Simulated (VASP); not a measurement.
## MoSe: single point with PBE

The system is MoSe.

```
Mo Se
1.0
     4.07308    0.00000    0.00000
    -2.03654    3.52739    0.00000
     0.00000    0.00000    5.09853
Mo Se
2 2
Direct
  0.00000 0.00000 0.00000
  0.00000 0.00000 0.50000
  0.33333 0.66667 0.25000
  0.66667 0.33333 0.75000
```

- Program: VASP 6.6.1
- Task: single point
- Functional: PBE
- Potentials or basis: VASP PAW PBE potentials, release 64 (Mo_sv, Se)
- Cutoff: 520 eV
- k mesh: 10 × 10 × 6
- Occupations: tetrahedron
- Spin: collinear spin
- Starting moments: [3.0, 3.0, 0.0, 0.0] μB
- Dipole correction: no
- Further INCAR settings: ALGO = Normal; EDIFF = 1e-07; NBANDS = 32

* Pressure: 0.1 GPa
* Band gap on the k mesh: zero (filled and empty bands overlap)
* Net moment: 0.00 μB per cell
* Valence electrons inside the program's atomic spheres: Mo 12.50; Se 3.88

Stress tensor (GPa, compression positive):
```
-0.04  0.00  0.00
 0.00 -0.04  0.00
 0.00  0.00  0.41
```

Levels at points of the mesh, in eV from the Fermi level:
Spin up:
```tsv
k point	band 17	band 18	band 19	band 20	band 21	band 22	band 23	band 24
(0.00, 0.00, 0.00)	-2.48	-2.48	-1.09	-1.05	-1.05	2.07	2.07	2.18
(0.50, 0.00, 0.00)	-4.08	-1.80	-1.12	0.13	0.40	0.86	1.56	2.01
(0.00, 0.00, 0.50)	-1.35	-1.35	-1.35	-1.35	-0.68	-0.68	2.66	2.66
(0.50, 0.00, 0.50)	-1.10	-1.10	-0.47	-0.47	-0.35	-0.35	1.40	1.40
```
Spin down:
```csv
k point,band 18,band 19,band 20,band 21,band 22,band 23
"(0.00, 0.00, 0.00)",-2.48,-1.09,-1.05,-1.05,2.07,2.07
"(0.50, 0.00, 0.00)",-1.80,-1.12,0.13,0.40,0.86,1.56
"(0.00, 0.00, 0.50)",-1.35,-1.35,-1.35,-0.68,-0.68,2.66
"(0.50, 0.00, 0.50)",-1.10,-0.47,-0.47,-0.35,-0.35,1.40
```

It took 2.6 min on 1 thread of Intel(R) Xeon(R) 6975P-C (Granite Rapids) (shared host), peak memory 0.34 GiB.

Caveat: tetrahedron occupations give inexact forces and stress in metals.
